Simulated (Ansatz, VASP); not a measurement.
# Two plane-wave programs on CdTe

INCAR

```
SYSTEM = CdTe
  ALGO = Normal
  EDIFF = 1E-6
  EDIFFG = -0.005
  ENCUT = 600
  GGA = PS
  IBRION = 2
  ISIF = 3
  ISMEAR = -1
  LASPH = .True.
  LCHARG = .False.
  LREAL = .False.
  LWAVE = .False.
  NELM = 100
  NSW = 60
  PREC = Accurate
  SIGMA = 0.05
```

KPOINTS

```
k-points
0
Gamma
  13 13 13
  0 0 0
```

The input POSCAR:

```
CdTe
1.0
    3.3465029723      0.0000000000      0.0000000000
    0.0000000000      3.3465029723      0.0000000000
    0.0000000000      0.0000000000      3.3465029723
Cd Te
1 1
Direct
    0.0000000000      0.0000000000      0.0000000000
    0.5000000000      0.5000000000      0.5000000000
```

Input for Ansatz:

```yaml
crystal:
  lattice:
    - [3.3465029723, 0.0, 0.0]
    - [0.0, 3.3465029723, 0.0]
    - [0.0, 0.0, 3.3465029723]
  atoms:
    - { symbol: Cd, position: [0.0, 0.0, 0.0] }
    - { symbol: Te, position: [0.5, 0.5, 0.5] }
kpoints:
  mp_grid: { grid: [13, 13, 13] }
scf:
  occupations: { method: fermi_dirac, width: 0.05 }
hamiltonian:
  xc: pbesol
  pseudopotentials: { kind: paw }
output:
  forces: true
  stress: true
relax:
  f_tol: 0.005
  max_steps: 40
  cell: {}
```

Alike in both runs: task relaxation of cell and atoms; functional PBEsol; k mesh 13 × 13 × 13; occupations fermi-dirac, width 0.05 eV; no spin polarisation.

|  | VASP | Ansatz |
| --- | --- | --- |
| version | VASP 6.6.1 | Ansatz 0.2.0 |
| potentials or method | VASP PAW PBE potentials, release 64 (Cd, Te) | PAW with Ansatz's default frozen-core files, scalar-relativistic |
| plane-wave cutoff (eV) | 600 | 420 |
| valence electrons in the cell | 18 | 36 |

```csv
,VASP,Ansatz,Ansatz less VASP
relaxed volume (Å³/atom),25.45,25.34,-0.107
relaxed cell length with the largest relative difference (Å),3.706,3.701,-0.0052
```

VASP's potentials were made for PBE, not for PBEsol. VASP's potentials hold 18 valence electrons a cell and Ansatz's 36, so a difference there can come from the potentials and not from the codes.

Neither program's run includes spin-orbit coupling. Noted on VASP's run: the volume moved by over 15 % at a fixed basis, so the end points are rough.
